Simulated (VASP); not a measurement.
# Cu2SnHgS4 in VASP: density of states with PBE

Aim: the density of states of Cu2SnHgS4 with PBE.

Everything below comes from runs of VASP 6.6.1. Logs are shortened: lines on timing, memory, paths and dates and some standing lists are left out, and cuts for length are marked.

## (1) The cell of the first run

The cell holds an amorphous packing of atoms, 8 atoms: a = 5.665 Å, b = 6.596 Å, c = 5.241 Å, α = 90.43°, β = 84.04°, γ = 76.67°.

## (2) Density of states, PBE, collinear spin, zero start

File POSCAR:

```
Cu2SnHgS4
1.0
    5.6628800000      0.0024180000     -0.1403730000
    1.5000580000      6.3824540000     -0.7188390000
    0.6727330000      0.3854030000      5.1830200000
Hg Sn Cu S
1 1 2 4
Direct
    0.5367400000      0.0227170000      0.0209770000
    0.4467990000      0.7278870000      0.4847590000
    0.7474300000      0.1545160000      0.4976080000
    0.6397960000      0.4608610000      0.9766160000
    0.1372320000      0.3363330000      0.2713000000
    0.0326200000      0.0801940000      0.9248780000
    0.9753140000      0.7100550000      0.0781690000
    0.2204720000      0.3969540000      0.7542130000
```

File INCAR.step1:

```
SYSTEM = Cu2SnHgS4
PREC = Accurate
ENCUT = 520
EDIFF = 1E-6
ISMEAR = -1
SIGMA = 0.1
LREAL = .FALSE.
LASPH = .TRUE.
NELM = 150
ALGO = Normal
ISIF = 2
LWAVE = .FALSE.
LCHARG = .TRUE.
ISPIN = 2
MAGMOM = 0 0 0 0 0 0 0 0
LMAXMIX = 4
GGA = PE
NBANDS = 50
```

File KPOINTS.step1:

```
Automatic mesh
0
Gamma
  4 3 4
  0 0 0.5
```

File INCAR.step2:

```
SYSTEM = Cu2SnHgS4
PREC = Accurate
ENCUT = 520
EDIFF = 1E-6
ISMEAR = -5
SIGMA = 0.1
LREAL = .FALSE.
LASPH = .TRUE.
NELM = 150
ALGO = Normal
ISIF = 2
LWAVE = .FALSE.
LCHARG = .FALSE.
ISPIN = 2
MAGMOM = 0 0 0 0 0 0 0 0
LORBIT = 11
LMAXMIX = 4
GGA = PE
NBANDS = 50
NEDOS = 2001
ICHARG = 11
```

File KPOINTS.step2:

```
Automatic mesh
0
G
  6 5 6
  0 0 0
```

Potentials or basis: VASP PAW PBE potentials, release 64 (Hg, Sn_d, Cu, S).

Command:

```console
$ cat potpaw_PBE.64/Hg/POTCAR potpaw_PBE.64/Sn_d/POTCAR potpaw_PBE.64/Cu/POTCAR potpaw_PBE.64/S/POTCAR > POTCAR
$ cp INCAR.step1 INCAR
$ cp KPOINTS.step1 KPOINTS
$ mpirun -np 1 vasp_std > vasp.out
$ cp INCAR.step2 INCAR
$ cp KPOINTS.step2 KPOINTS
$ mpirun -np 1 vasp_std > vasp.out
```

OUTCAR:

```text
SYSTEM = Cu2SnHgS4
   PREC = Accurate
   ENCUT = 520
   EDIFF = 1E-6
   ISMEAR = -5
   LREAL = .FALSE.
   LASPH = .TRUE.
   NELM = 150
   ISIF = 2
   ISPIN = 2
   LORBIT = 11
   GGA = PE
   ICHARG = 11

 ion  position               nearest neighbor table
   1  0.537  0.023  0.021-   5 2.88   7 2.88   6 2.89   6 2.91   3 3.08   4 3.08   3 3.09   8 3.13
                             2 3.20   2 3.55
   2  0.447  0.728  0.485-   8 3.06   4 3.13   1 3.20   4 3.27   1 3.55
   3  0.747  0.155  0.498-   1 3.08   1 3.09
   4  0.640  0.461  0.977-   1 3.08   2 3.13   2 3.27
   5  0.137  0.336  0.271-   8 2.67   7 2.67   6 2.67   8 2.75   1 2.88
   6  0.033  0.080  0.925-   7 2.66   5 2.67   8 2.67   1 2.89   1 2.91
   7  0.975  0.710  0.078-   6 2.66   5 2.67   8 2.69   1 2.88
   8  0.220  0.397  0.754-   5 2.67   6 2.67   7 2.69   5 2.75   2 3.06   1 3.13

  LATTYP: Found a triclinic cell.
 ALAT       =     5.6646200508
 B/A-ratio  =     1.2898701349
 C/A-ratio  =     2.9166157508
 COS(alpha) =     0.0031350252
 COS(beta)  =     0.6596009077
 COS(gamma) =     0.7007843378

  Lattice vectors:

 A1 = (  -5.6628800000,  -0.0024180000,   0.1403730000)
 A2 = (  -4.9901470000,   0.3829850000,   5.3233930000)
 A3 = ( -11.1711680000,   5.6068120000, -10.8041330000)

Analysis of symmetry for initial positions (statically):
=====================================================================
 Subroutine PRICEL returns:
 Original cell was already a primitive cell.

 Routine SETGRP: Setting up the symmetry group for a
 triclinic supercell.

 Subroutine GETGRP returns: Found  1 space group operations
 (whereof  1 operations were pure point group operations)
 out of a pool of  2 trial point group operations.

The static configuration has the point symmetry C_1 .

Analysis of symmetry for dynamics (positions and initial velocities):
=====================================================================
 Subroutine PRICEL returns:
 Original cell was already a primitive cell.

 Routine SETGRP: Setting up the symmetry group for a
 triclinic supercell.

 Subroutine GETGRP returns: Found  1 space group operations
 (whereof  1 operations were pure point group operations)
 out of a pool of  2 trial point group operations.

The dynamic configuration has the point symmetry C_1 .

Analysis of structural, dynamic, and magnetic symmetry:
=====================================================================
 Subroutine PRICEL returns:
 Original cell was already a primitive cell.

 Routine SETGRP: Setting up the symmetry group for a
 triclinic supercell.

 Subroutine GETGRP returns: Found  1 space group operations
 (whereof  1 operations were pure point group operations)
 out of a pool of  2 trial point group operations.

The overall configuration has the point symmetry C_1 .

 Subroutine INISYM returns: Found  1 space group operations
 (whereof  1 operations are pure point group operations),
 and found     1 'primitive' translations

----------------------------------------------------------------------------------------

                                     Primitive cell

  volume of cell :     189.4007

  direct lattice vectors                    reciprocal lattice vectors
     5.662880000  0.002418000 -0.140373000     0.176120926 -0.043602883 -0.019617458
     1.500058000  6.382454000 -0.718839000    -0.000351808  0.155465378 -0.011514551
     0.672733000  0.385403000  5.183020000     0.004721133  0.020380764  0.190809437

  length of vectors
     5.664620051  6.595651793  5.240687119     0.182495580  0.155891605  0.191952875

  position of ions in fractional coordinates (direct lattice)
     0.536740000  0.022717000  0.020977000
     0.446799000  0.727887000  0.484759000
     0.747430000  0.154516000  0.497608000
     0.639796000  0.460861000  0.976616000
     0.137232000  0.336333000  0.271300000
     0.032620000  0.080194000  0.924878000
     0.975314000  0.710055000  0.078169000
     0.220472000  0.396954000  0.754213000

  ion indices of the primitive-cell ions
   primitive index   ion index
                 1           1
                 2           2
                 3           3
                 4           4
                 5           5
                 6           6
                 7           7
                 8           8

----------------------------------------------------------------------------------------

 KPOINTS: Automatic mesh

Automatic generation of k-mesh.
 Grid dimensions read from file:
 generate k-points for:    6    5    6

 Generating k-lattice:

  Cartesian coordinates                     Fractional coordinates (reciprocal lattice)
     0.029353488 -0.007267147 -0.003269576     0.166666667 -0.000000000 -0.000000000
    -0.000070362  0.031093076 -0.002302910     0.000000000  0.200000000 -0.000000000
     0.000786856  0.003396794  0.031801573     0.000000000 -0.000000000  0.166666667

  Length of vectors
     0.030415930  0.031178321  0.031992146

  Shift w.r.t. Gamma in fractional coordinates (k-lattice)
     0.000000000  0.000000000  0.000000000

 TETIRR: Found    540 inequivalent tetrahedra from     1080

 Subroutine IBZKPT returns following result:
 ===========================================

 Found     92 irreducible k-points:

 Following reciprocal coordinates:
            Coordinates               Weight
  0.000000  0.000000  0.000000      1.000000
  0.166667  0.000000 -0.000000      2.000000
  0.333333 -0.000000 -0.000000      2.000000
  0.500000 -0.000000  0.000000      1.000000
  0.000000  0.200000 -0.000000      2.000000
  0.166667  0.200000  0.000000      2.000000
[... 16 lines left out ...]
  0.000000  0.200000  0.166667      2.000000
  0.166667  0.200000  0.166667      2.000000
 [... further k-points ...]
   k-points           NKPTS =     92   k-points in BZ     NKDIM =     92   number of bands    NBANDS=     50
   number of dos      NEDOS =   2001   number of ions     NIONS =      8
   total plane-waves  NPLWV =  84000
   dimension x,y,z NGX =    42 NGY =   50 NGZ =   40
   dimension x,y,z NGXF=    84 NGYF=  100 NGZF=   80
   ions per type =               1   1   2   4
   NGX,Y,Z   is equivalent  to a cutoff of  12.33, 12.60, 12.69 a.u.
   NGXF,Y,Z  is equivalent  to a cutoff of  24.65, 25.21, 25.38 a.u.
 SYSTEM =  Cu2SnHgS4
   PREC   = accura    normal or accurate (medium, high low for compatibility)
   ISTART =      0    job   : 0-new  1-cont  2-samecut
   ICHARG =     11    charge: 1-file 2-atom 10-const
   ISPIN  =      2    spin polarized calculation?
   LNONCOLLINEAR =      F non collinear calculations
   LSORBIT =      F    spin-orbit coupling
   LASPH  =      T    aspherical Exc in radial PAW
   ENCUT  =  520.0 eV  38.22 Ry    6.18 a.u.  10.53 12.26  9.74*2*pi/ulx,y,z
   NELM   =    150;   NELMIN=  2; NELMDL=  0     # of ELM steps
   EDIFF  = 0.1E-05   stopping-criterion for ELM
   LREAL  =      F    real-space projection
   EDIFFG = 0.1E-04   stopping-criterion for IOM
   NSW    =      0    number of steps for IOM
   IBRION =     -1    ionic relax: 0-MD 1-quasi-New 2-CG
   NFREE  =      0    steps in history (QN), initial steepest desc. (CG)
   ISIF   =      2    stress and relaxation
   ISYM   =      2    0-nonsym 1-usesym 2-fastsym
   POTIM  = 0.5000    time-step for ionic-motion
   TEBEG  =    0.0;   TEEND  =   0.0 temperature during run
   PSTRESS=    0.0 pullay stress
   NELECT =      72.0000    total number of electrons
   NUPDOWN=      -1.0000    fix difference up-down
   EMIN   =  10.00;   EMAX   =-10.00  energy-range for DOS
   EFERMI =   0.00;   METHOD = LEGACY
   ISMEAR =    -5;   SIGMA  =   0.10  broadening in eV -4-tet -1-fermi 0-gaus
   EFERMI_NEDOS =   21; number of points for ismear=-14 and -15
   IALGO  =     38    algorithm
   IMIX   =      4    mixing-type and parameters
     AMIX     =   0.40;   BMIX     =  1.00
     AMIX_MAG =   1.60;   BMIX_MAG =  1.00
  volume/ion in A,a.u.               =      23.68       159.77
  Fermi-wavevector in a.u.,A,eV,Ry     =   1.185928  2.241080 19.135589  1.406426
  Thomas-Fermi vector in A             =   2.322112
   LORBIT       =     11    0 simple, 1 ext, 2 COOP (PROOUT), +10 PAW based schemes
   GGA     = PE    functional components
   LHFCALC =     F    Hartree Fock is set to
   AEXX    =    0.0000 exact exchange contribution
   IVDW    =     0    specifies the selected vdW correction
   LEPSILON=     F    determine dielectric tensor
   LRPA    =     F    only Hartree local field effects (RPA)
 spin polarized calculation
 Fermi weights with tetrahedron method with Bloechl corrections
  energy-cutoff  :      520.00
  volume of cell :      189.40
 maximum number of plane-waves:      5123

 number of electron      72.0000009 magnetization      -0.0000002

 Free energy of the ion-electron system (eV)
  ---------------------------------------------------
  ext. energy  EPLUGINS =         0.00000000
  ---------------------------------------------------
  free energy    TOTEN  =       -22.27665043 eV

  energy without entropy =      -22.27665043  energy(sigma->0) =      -22.27665043

 E-fermi :   3.7663     XC(G=0):  -9.5253

 val. band max:        3.7945392523   @ k =  -0.3333   0.2000   0.1667
 cond. band min:       3.7085010690   @ k =   0.1667  -0.4000   0.1667
 fundamental gap:     -0.0860381833
 Fermi energy:         3.7662985263

 spin component 1

 k-point     1 :       0.0000    0.0000    0.0000
  band No.  band energies     occupation
      1     -18.1450      1.00000
      2     -18.1313      1.00000
      3     -18.1249      1.00000
      4     -18.0900      1.00000
      5     -18.0869      1.00000
      6     -10.7276      1.00000
[... 40 lines left out ...]
     47       9.2447      0.00000
     48      10.0012      0.00000
[... 1171 lines left out ...]
     47       9.5861      0.00000
     48      10.0748      0.00000

 [... further k-points ...]

 spin component 2

 k-point     1 :       0.0000    0.0000    0.0000
  band No.  band energies     occupation
      1     -18.1450      1.00000
      2     -18.1313      1.00000
      3     -18.1249      1.00000
      4     -18.0900      1.00000
      5     -18.0869      1.00000
      6     -10.7276      1.00000
[... 40 lines left out ...]
     47       9.2447      0.00000
     48      10.0012      0.00000
[... 1171 lines left out ...]
     47       9.5861      0.00000
     48      10.0748      0.00000

 [... further k-points ...]

 [bands above 48 left out]

------------------------ aborting loop because EDIFF is reached ----------------------------------------

  FORCE on cell =-STRESS in cart. coord.  units (eV):
  Direction    XX          YY          ZZ          XY          YZ          ZX
  --------------------------------------------------------------------------------------
  -------------------------------------------------------------------------------------
  Total       -8.0929899     -5.5503741     -7.8348102     -2.0385872     -0.2208156     -0.5174955
  in kB      -68.4601690    -46.9516893    -66.2761770    -17.2448037     -1.8679215     -4.3775946
  external PRESSURE =     -60.5626785 kB  Pullay stress =       0.0000000 kB

 VOLUME and BASIS-vectors are now :
 -----------------------------------------------------------------------------
  energy-cutoff  :      520.00
  volume of cell :      189.40
      direct lattice vectors                 reciprocal lattice vectors
     5.662880000  0.002418000 -0.140373000     0.176120926 -0.043602883 -0.019617458
     1.500058000  6.382454000 -0.718839000    -0.000351808  0.155465378 -0.011514551
     0.672733000  0.385403000  5.183020000     0.004721133  0.020380764  0.190809437

 POSITION                                       TOTAL-FORCE (eV/Angst)
 -----------------------------------------------------------------------------------
      3.08768      0.15437      0.01705         0.177599     -0.056977      0.039819
      3.94816      4.83361      1.92656        -0.121620     -0.308624      0.061732
      4.79915      1.17978      2.36312         0.334671      0.209360      0.225807
      4.97141      3.31936      4.64073         0.074457     -0.091545     -0.096787
      1.46416      2.25152      1.14512        -0.071782      0.024799      1.186014
      0.92721      0.86836      4.73144        -0.817716     -0.558744     -0.670821
      6.64080      4.56438     -0.24217        -0.304647      0.418302      0.609907
      2.35134      2.82475      3.59281         0.729037      0.363429     -1.355672
 -----------------------------------------------------------------------------------
    total drift:                               -0.000706      0.001902     -0.003897

  FREE ENERGIE OF THE ION-ELECTRON SYSTEM (eV)
  ---------------------------------------------------
  free  energy   TOTEN  =       -22.2766504283 eV

  energy  without entropy=      -22.2766504283  energy(sigma->0) =      -22.27665043

 total charge

# of ion       s       p       d       tot
------------------------------------------
    1        0.799   0.254   9.347  10.400
    2        1.361   0.611   9.950  11.921
    3        0.280   0.100   9.300   9.681
    4        0.301   0.113   9.278   9.692
    5        1.422   2.086   0.000   3.508
    6        1.418   2.107   0.000   3.526
    7        1.422   2.094   0.000   3.516
    8        1.422   2.101   0.000   3.523
--------------------------------------------------
tot          8.427   9.465  37.875  55.767

 magnetization (x)

# of ion       s       p       d       tot
------------------------------------------
    1        0.000  -0.000   0.000   0.000
    2        0.000   0.000   0.000   0.000
    3        0.000   0.000   0.000   0.000
    4       -0.000  -0.000   0.000   0.000
    5        0.000   0.000   0.000   0.000
    6       -0.000   0.000   0.000   0.000
    7        0.000  -0.000   0.000   0.000
    8       -0.000   0.000   0.000   0.000
--------------------------------------------------
tot          0.000   0.000   0.000   0.000
```

It took 17 min on 1 thread of Intel Xeon Platinum 8488C (Sapphire Rapids), shared host; peak memory 1.3 GiB.

What came out:

| Item | Value |
| --- | --- |
| Net moment | 0.00 μB per cell |
| Valence electrons inside the program's atomic spheres | Hg 10.40; Sn 11.92; Cu 9.68, 9.69; S 3.51, 3.53, 3.52 |

Caveat: spin-orbit coupling is left out, which moves the levels of the heavy elements; tetrahedron occupations give inexact forces and stress in metals.
